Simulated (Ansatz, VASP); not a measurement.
# Bi2Se3 in VASP and in Ansatz

```
CELL_PARAMETERS angstrom
2.11213 1.21944 9.73254
-2.11213 1.21944 9.73254
0.00000 -2.43888 9.73254
ATOMIC_POSITIONS crystal
Bi 0.59920 0.59920 0.59920
Bi 0.40080 0.40080 0.40080
Se 0.78830 0.78830 0.78830
Se 0.21170 0.21170 0.21170
Se 0.00000 0.00000 0.00000
```

Change from the starting cell: volume scaled by 1.06.

Alike in both runs: task single point; functional LDA; k mesh 8 × 8 × 8; occupations fermi-dirac, width 0.05 eV; no spin polarisation.

```csv
,VASP,Ansatz
version,VASP 6.6.1,Ansatz 0.2.0
potentials or method,"VASP PAW LDA potentials, release 64 (Bi_d, Se), cutoff 520 eV","all-electron LAPW, scalar-relativistic"
```

VASP gave:

* gap on the k mesh at the Fermi level (eV): 0.13
* least direct gap on the mesh (eV): 0.13
* pressure (GPa): -4.7
* rms of the force components (eV/Å): 0.143

Task: What did Ansatz give for the same quantities?

Result: gap on the k mesh at the Fermi level (eV): 0.14; least direct gap on the mesh (eV): 0.14; pressure (GPa): -4.8; rms of the force components (eV/Å): 0.153.

LDA's correlation is that of Perdew and Zunger in VASP and of Perdew and Wang (1992) in Ansatz. Atom by atom the forces differ by 0.011 eV/Å (rms over components). Ansatz ran all-electron here, and VASP with PAW potentials.

Neither program's run includes spin-orbit coupling.
